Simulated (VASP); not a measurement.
# F (Fm-3m) in VASP: a series of runs

F is run at these levels: LDA; tasks: single point.

Everything below comes from runs of VASP 6.6.1. Logs are shortened: lines on timing, memory, paths and dates and some standing lists are left out, and cuts for length are marked.

## 1. The cell of the first run

It takes space group Fm-3m (No. 225, cubic). Conventional cell: a = 2.987 Å, b = 2.987 Å, c = 2.987 Å, α = 90.00°, β = 90.00°, γ = 90.00°. Within 2.8 Å of F (site symmetry m-3m) lie 12 F at 2.11 Å.

## 2. Single point, LDA (volume scaled by 0.793, to set the pressure)

Input file INCAR:

```
ALGO     = Normal         # electronic algorithm
EDIFF    = 1E-6           # SCF threshold, eV
ENCUT    = 600            # plane-wave cutoff, eV
GGA_COMPAT= False        
ISIF     = 2              # what is computed and relaxed
ISMEAR   = -1             # smearing method
LASPH    = True           # aspherical terms in the spheres
LCHARG   = False          # write CHGCAR
LREAL    = False          # projectors in reciprocal space
LWAVE    = False          # write WAVECAR
NBANDS   = 10             # bands
NELM     = 120            # most SCF steps
PREC     = Accurate       # precision mode
SIGMA    = 0.05           # smearing width, eV
```

Input file KPOINTS:

```
k-points
0
Gamma
  19 19 19
```

Input file POSCAR:

```
F
1.0
    0.0000000000      1.4933218148      1.4933218148
    1.4933218148      0.0000000000      1.4933218148
    1.4933218148      1.4933218148      0.0000000000
F
1
Direct
    0.0000000000      0.0000000000      0.0000000000
```

Potentials or basis: VASP PAW LDA potentials, release 64 (F).

Command:

```bash
$ cat potpaw_LDA.64/F/POTCAR > POTCAR
$ mpirun -np 1 vasp_std > vasp.out
```

OUTCAR:

```text
EDIFF = 1E-6
   ENCUT = 600
   ISIF = 2
   ISMEAR = -1
   LASPH = True
   LREAL = False
   NELM = 120
   PREC = Accurate

 ion  position               nearest neighbor table
   1  0.000  0.000  0.000-

  LATTYP: Found a face centered cubic cell.
 ALAT       =     2.9866436296

  Lattice vectors:

 A1 = (   0.0000000000,   1.4933218148,   1.4933218148)
 A2 = (   1.4933218148,   0.0000000000,   1.4933218148)
 A3 = (   1.4933218148,   1.4933218148,   0.0000000000)

Analysis of symmetry for initial positions (statically):
=====================================================================
 Subroutine PRICEL returns:
 Original cell was already a primitive cell.

 Routine SETGRP: Setting up the symmetry group for a
 face centered cubic supercell.

 Subroutine GETGRP returns: Found 48 space group operations
 (whereof 48 operations were pure point group operations)
 out of a pool of 48 trial point group operations.

The static configuration has the point symmetry O_h .

Analysis of symmetry for dynamics (positions and initial velocities):
=====================================================================
 Subroutine PRICEL returns:
 Original cell was already a primitive cell.

 Routine SETGRP: Setting up the symmetry group for a
 face centered cubic supercell.

 Subroutine GETGRP returns: Found 48 space group operations
 (whereof 48 operations were pure point group operations)
 out of a pool of 48 trial point group operations.

The dynamic configuration has the point symmetry O_h .

 Subroutine INISYM returns: Found 48 space group operations
 (whereof 48 operations are pure point group operations),
 and found     1 'primitive' translations

----------------------------------------------------------------------------------------

                                     Primitive cell

  volume of cell :       6.6602

  direct lattice vectors                    reciprocal lattice vectors
     0.000000000  1.493321815  1.493321815    -0.334824011  0.334824011  0.334824011
     1.493321815  0.000000000  1.493321815     0.334824011 -0.334824011  0.334824011
     1.493321815  1.493321815  0.000000000     0.334824011  0.334824011 -0.334824011

  length of vectors
     2.111875963  2.111875963  2.111875963     0.579932199  0.579932199  0.579932199

  position of ions in fractional coordinates (direct lattice)
     0.000000000  0.000000000  0.000000000

  ion indices of the primitive-cell ions
[... 66 lines left out ...]
   ISTART =      0    job   : 0-new  1-cont  2-samecut
   ICHARG =      2    charge: 1-file 2-atom 10-const
   ISPIN  =      1    spin polarized calculation?
   LNONCOLLINEAR =      F non collinear calculations
   LSORBIT =      F    spin-orbit coupling
   LASPH  =      T    aspherical Exc in radial PAW
   ENCUT  =  600.0 eV  44.10 Ry    6.64 a.u.   4.22  4.22  4.22*2*pi/ulx,y,z
   NELM   =    120;   NELMIN=  2; NELMDL= -5     # of ELM steps
   EDIFF  = 0.1E-05   stopping-criterion for ELM
   LREAL  =      F    real-space projection
[... 7 lines left out ...]
   TEBEG  =    0.0;   TEEND  =   0.0 temperature during run
   PSTRESS=    0.0 pullay stress
   NELECT =       7.0000    total number of electrons
   NUPDOWN=      -1.0000    fix difference up-down
   EMIN   =  10.00;   EMAX   =-10.00  energy-range for DOS
   EFERMI =   0.00;   METHOD = LEGACY
   ISMEAR =    -1;   SIGMA  =   0.05  broadening in eV -4-tet -1-fermi 0-gaus
   EFERMI_NEDOS =   21; number of points for ismear=-14 and -15
   IALGO  =     38    algorithm
   IMIX   =      4    mixing-type and parameters
     AMIX     =   0.40;   BMIX     =  1.00
     AMIX_MAG =   1.60;   BMIX_MAG =  1.00
  volume/ion in A,a.u.               =       6.66        44.95
  Fermi-wavevector in a.u.,A,eV,Ry     =   1.664476  3.145403 37.694656  2.770479
  Thomas-Fermi vector in A             =   2.751013
   LORBIT       =      0    0 simple, 1 ext, 2 COOP (PROOUT), +10 PAW based schemes
   GGA     = CA    functional components
   LHFCALC =     F    Hartree Fock is set to
   AEXX    =    0.0000 exact exchange contribution
   IVDW    =     0    specifies the selected vdW correction
   LEPSILON=     F    determine dielectric tensor
   LRPA    =     F    only Hartree local field effects (RPA)
 non-spin polarized calculation
  energy-cutoff  :      600.00
  volume of cell :        6.66
 maximum number of plane-waves:       229
 NGX is ok and might be reduce to    18
   NGX =  9   NGY =  9   NGZ =  9

 number of electron       7.0000000 magnetization

 Free energy of the ion-electron system (eV)
  ---------------------------------------------------
  ext. energy  EPLUGINS =         0.00000000
  ---------------------------------------------------
  free energy    TOTEN  =        -1.11227396 eV

  energy without entropy =       -1.10076169  energy(sigma->0) =       -1.10651782

 E-fermi :   0.8952     XC(G=0): -13.5522

 val. band max:        0.8901885794   @ k =  -0.4211   0.1579   0.0526
 cond. band min:       0.8997046339   @ k =  -0.4211   0.1579   0.0000
 fundamental gap:      0.0095160546
 Fermi energy:         0.8952189538

 k-point     1 :       0.0000    0.0000    0.0000
  band No.  band energies     occupation
      1     -24.0621      2.00000
      2       1.9346      0.00000
      3       1.9346      0.00000
      4       1.9346      0.00000
      5      19.3722      0.00000
      6      41.0919      0.00000
      7      41.0919      0.00000
      8      41.0919      0.00000
      9      45.9949      0.00000
     10      54.7959      0.00000
[... 287 lines left out ...]
 k-point    24 :      -0.2632    0.0526    0.0000
  band No.  band energies     occupation
      1     -21.9392      2.00000
      2      -2.9955      2.00000
      3       1.1842      0.00617
      4       1.5555      0.00000
      5      22.9253      0.00000
      6      30.7790      0.00000
      7      38.9119      0.00000
      8      40.6445      0.00000
      9      47.2940      0.00000
     10      48.7432      0.00000

 [... further k-points ...]
[... 5 lines left out ...]
  --------------------------------------------------------------------------------------
  -------------------------------------------------------------------------------------
  Total        1.7514876      1.7514876      1.7514876      0.0000000     -0.0000000      0.0000000
  in kB      421.3348997    421.3348997    421.3348997      0.0000000     -0.0000000      0.0000000
  external PRESSURE =     421.3348997 kB  Pullay stress =       0.0000000 kB

 VOLUME and BASIS-vectors are now :
 -----------------------------------------------------------------------------
  energy-cutoff  :      600.00
  volume of cell :        6.66
      direct lattice vectors                 reciprocal lattice vectors
     0.000000000  1.493321815  1.493321815    -0.334824011  0.334824011  0.334824011
     1.493321815  0.000000000  1.493321815     0.334824011 -0.334824011  0.334824011
     1.493321815  1.493321815  0.000000000     0.334824011  0.334824011 -0.334824011

 POSITION                                       TOTAL-FORCE (eV/Angst)
 -----------------------------------------------------------------------------------
      0.00000      0.00000      0.00000        -0.000000      0.000000     -0.000000
 -----------------------------------------------------------------------------------
    total drift:                                0.000000     -0.000000      0.000000

  FREE ENERGIE OF THE ION-ELECTRON SYSTEM (eV)
  ---------------------------------------------------
  free  energy   TOTEN  =        -1.1122739606 eV

  energy  without entropy=       -1.1007616865  energy(sigma->0) =       -1.10651782
```

Wall time 20 s (1 thread of Intel Xeon 8259CL, shared host); peak memory 0.12 GiB.

Results:

```yaml
Free_energy: -1.1123 eV
Pressure: 42.1 GPa
```

Caveat: the cell differs from its parent crystal (volume scaled by 0.793, to set the pressure); an odd number of electrons without spin polarisation forces a metal; a magnetic or distorted state may lie lower.

## 3. Single point, LDA

Input file INCAR:

```
  PREC = Accurate
  ENCUT = 600
  EDIFF = 1E-6
  ISMEAR = -1
  SIGMA = 0.05
  LREAL = False
  LASPH = True
  NELM = 120
  ALGO = Normal
  ISIF = 2
  LWAVE = False
  LCHARG = False
  GGA = CA
  NBANDS = 10
  GGA_COMPAT = False
```

Input file KPOINTS:

```
Automatic mesh
0
Gamma
  19 19 19
```

Input file POSCAR:

```
F
1.0
    0.0000000000      1.4928999065      1.4928999065
    1.4928999065      0.0000000000      1.4928999065
    1.4928999065      1.4928999065      0.0000000000
F
1
Direct
    0.0000000000      0.0000000000      0.0000000000
```

Potentials or basis: VASP PAW LDA potentials, release 64 (F).

Command:

```bash
$ cat potpaw_LDA.64/F/POTCAR > POTCAR
$ mpirun -np 1 vasp_std > vasp.out
```

OUTCAR:

```text
PREC = Accurate
   ENCUT = 600
   EDIFF = 1E-6
   ISMEAR = -1
   LREAL = False
   LASPH = True
   NELM = 120
   ISIF = 2
   GGA = CA

 ion  position               nearest neighbor table
   1  0.000  0.000  0.000-

  LATTYP: Found a face centered cubic cell.
 ALAT       =     2.9857998130

  Lattice vectors:

 A1 = (   0.0000000000,   1.4928999065,   1.4928999065)
 A2 = (   1.4928999065,   0.0000000000,   1.4928999065)
[... 480 lines left out ...]
 k-point    24 :      -0.2632    0.0526    0.0000
  band No.  band energies     occupation
      1     -21.9343      2.00000
      2      -2.9873      2.00000
      3       1.1965      0.00612
      4       1.5684      0.00000
      5      22.9507      0.00000
      6      30.8003      0.00000
      7      38.9353      0.00000
      8      40.6682      0.00000
      9      47.3222      0.00000
     10      48.7720      0.00000

 [... further k-points ...]
[... 5 lines left out ...]
  --------------------------------------------------------------------------------------
  -------------------------------------------------------------------------------------
  Total        1.7603567      1.7603567      1.7603567     -0.0000000      0.0000000     -0.0000000
  in kB      423.8275625    423.8275625    423.8275625     -0.0000000      0.0000000     -0.0000000
  external PRESSURE =     423.8275625 kB  Pullay stress =       0.0000000 kB

 VOLUME and BASIS-vectors are now :
 -----------------------------------------------------------------------------
  energy-cutoff  :      600.00
  volume of cell :        6.65
      direct lattice vectors                 reciprocal lattice vectors
     0.000000000  1.492899906  1.492899906    -0.334918636  0.334918636  0.334918636
     1.492899906  0.000000000  1.492899906     0.334918636 -0.334918636  0.334918636
     1.492899906  1.492899906  0.000000000     0.334918636  0.334918636 -0.334918636

 POSITION                                       TOTAL-FORCE (eV/Angst)
 -----------------------------------------------------------------------------------
      0.00000      0.00000      0.00000         0.000000     -0.000000      0.000000
 -----------------------------------------------------------------------------------
    total drift:                                0.000000      0.000000      0.000000

  FREE ENERGIE OF THE ION-ELECTRON SYSTEM (eV)
  ---------------------------------------------------
  free  energy   TOTEN  =        -1.1107429498 eV

  energy  without entropy=       -1.0992458878  energy(sigma->0) =       -1.10499442
```

stdout:

```text
POSCAR found type information on POSCAR F
 POSCAR found :  1 types and       1 ions
 scaLAPACK will be used
 LDA part: xc-table for (Slater(with rela. corr.)+CA(PZ))
 , standard interpolation
 POSCAR, INCAR and KPOINTS ok, starting setup
 FFT: planning ... GRIDC
 FFT: planning ... GRID_SOFT
 FFT: planning ... GRID
 WAVECAR not read
 entering main loop
```

Run time: 20 s. Hardware: 1 thread of Intel Xeon 8259CL, shared host; peak memory 0.12 GiB.

What came out:

```
Free energy : -1.1107 eV
Pressure    : 42.4 GPa
```

Levels at points of the mesh, in eV from the Fermi level:
| k point | band 1 | band 2 | band 3 | band 4 | band 5 | band 6 | band 7 | band 8 |
| --- | --- | --- | --- | --- | --- | --- | --- | --- |
| (0.00, 0.00, 0.00) | -24.97 | 1.04 | 1.04 | 1.04 | 18.49 | 40.21 | 40.21 | 40.21 |

Caveat: an odd number of electrons without spin polarisation forces a metal; a magnetic or distorted state may lie lower.

## 4. Single point, LDA

Input file INCAR:

```
SYSTEM = F
PREC = Accurate
ENCUT = 600
EDIFF = 1E-6
ISMEAR = -1
SIGMA = 0.05
LREAL = .False.
LASPH = .True.
NELM = 120
ALGO = Normal
ISIF = 2
LWAVE = .False.
LCHARG = .False.
NBANDS = 10
GGA_COMPAT = .False.
```

Input file KPOINTS:

```
Automatic mesh
0
Gamma
  19 19 19
  0 0 0
```

Input file POSCAR:

```
F
1.0
    0.0000000000      1.4928007959      1.4928007959
    1.4928007959      0.0000000000      1.4928007959
    1.4928007959      1.4928007959      0.0000000000
F
1
Direct
    0.0000000000      0.0000000000      0.0000000000
```

Command:

```bash
$ cat potpaw_LDA.64/F/POTCAR > POTCAR
$ mpirun -np 1 vasp_std > vasp.out
```

Run time: 20 s. Hardware: 1 thread of Intel Xeon 8259CL, shared host; peak memory 0.12 GiB.

It converged, with:

```yaml
Free_energy: -1.1104 eV
Pressure: 42.4 GPa
```

Levels at points of the mesh, in eV from the Fermi level:
| k point | band 1 | band 2 | band 3 | band 4 | band 5 | band 6 | band 7 | band 8 |
| --- | --- | --- | --- | --- | --- | --- | --- | --- |
| (0.00, 0.00, 0.00) | -24.97 | 1.04 | 1.04 | 1.04 | 18.49 | 40.21 | 40.21 | 40.21 |

Caveat: an odd number of electrons without spin polarisation forces a metal; a magnetic or distorted state may lie lower.
